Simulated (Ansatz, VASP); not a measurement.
**One calculation of WSe2, two programs**

```
W Se
1.0
     3.27072    0.00000    0.00000
    -1.63536    2.83253    0.00000
     0.00000    0.00000   13.22411
W Se
2 4
Direct
  0.33333 0.66667 0.25000
  0.66667 0.33333 0.75000
  0.33333 0.66667 0.62338
  0.66667 0.33333 0.12338
  0.33333 0.66667 0.87662
  0.66667 0.33333 0.37662
```

Alike in both runs: functional PBEsol; k mesh 9 × 9 × 2; occupations gaussian, width 0.02 eV; no spin polarisation.

Ansatz relaxed the structure, and its values are those at the end. VASP's run is a single point on that final structure, the one shown.

|  | VASP | Ansatz |
| --- | --- | --- |
| version | VASP 6.6.1 | Ansatz 0.2.0 |
| potentials or method | VASP PAW PBE potentials, release 64 (W_sv, Se), cutoff 520 eV | scalar-relativistic, plane waves, PAW |
| valence electrons in the cell | 52 | 92 |

|  | VASP | Ansatz | Ansatz less VASP |
| --- | --- | --- | --- |
| gap on the k mesh at the Fermi level (eV) | 1.14 | 1.14 | +0.005 |
| least direct gap on the mesh (eV) | 1.59 | 1.60 | +0.004 |
| pressure (GPa) | 0.4 | 0.0 | -0.42 |
| rms of the force components (eV/Å) | 0.028 | 0.001 | -0.0267 |

VASP's potentials were made for PBE, not for PBEsol. VASP's potentials hold 52 valence electrons a cell and Ansatz's 92, so a difference there can come from the potentials and not from the codes.

Spin-orbit coupling is off throughout.
